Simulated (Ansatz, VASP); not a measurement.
# Two plane-wave programs on Na

File INCAR:

```
PREC = Accurate
ENCUT = 500
EDIFF = 1E-6
ISMEAR = -1
SIGMA = 0.1
LREAL = F
LASPH = T
NELM = 120
ALGO = Normal
ISIF = 2
LWAVE = F
LCHARG = F
GGA = RE
NBANDS = 10
GGA_COMPAT = F
```

The input KPOINTS:

```
Automatic mesh
0
Gamma
  10 10 10
```

POSCAR

```
Na
1.0
    3.4856343924      0.0000000000      0.0000000000
    0.0000000000      3.4856343924      0.0000000000
    0.0000000000      0.0000000000      3.4856343924
Na
1
Direct
    0.0000000000      0.0000000000      0.0000000000
```

Input for Ansatz:

```yaml
crystal:
  lattice:
    - [3.4856343924, 0.0, 0.0]
    - [0.0, 3.4856343924, 0.0]
    - [0.0, 0.0, 3.4856343924]
  atoms:
    - { symbol: Na, position: [0.0, 0.0, 0.0] }
hamiltonian:
  xc: revpbe
  pseudopotentials:
    kind: paw
    azcp:
      Na: "pseudopotentials/Na.paw.azcp"
basis:
  ecutwfc: 420
  fft_grid_basis: typed
kpoints:
  mp_grid: { grid: [10, 10, 10], shift: [0, 0, 0] }
magnetization:
  spin_polarized: false
scf:
  occupations: { method: fermi_dirac, width: 0.1 }
  lower_state_search: "off"
output:
  stress: true
  write_density: true
  write_potential: true
  elf: true
  volumetric_format: npy
```

Alike in both runs: task single point; functional revPBE; k mesh 10 × 10 × 10; occupations fermi-dirac, width 0.1 eV; no spin polarisation.

|  | VASP | Ansatz |
| --- | --- | --- |
| version | VASP 6.6.1 | Ansatz 0.2.0 |
| potentials or method | VASP PAW PBE potentials, release 64 (Na_pv), cutoff 500 eV | plane waves (420 eV) with PAW, scalar-relativistic |
| valence electrons in the cell | 7 | 9 |

|  | VASP | Ansatz | Ansatz less VASP |
| --- | --- | --- | --- |
| pressure (GPa) | 0.0 | 0.0 | +0.03 |

VASP's potentials were made for PBE, not for revPBE. VASP's potentials hold 7 valence electrons a cell and Ansatz's 9, so a difference there can come from the potentials and not from the codes.
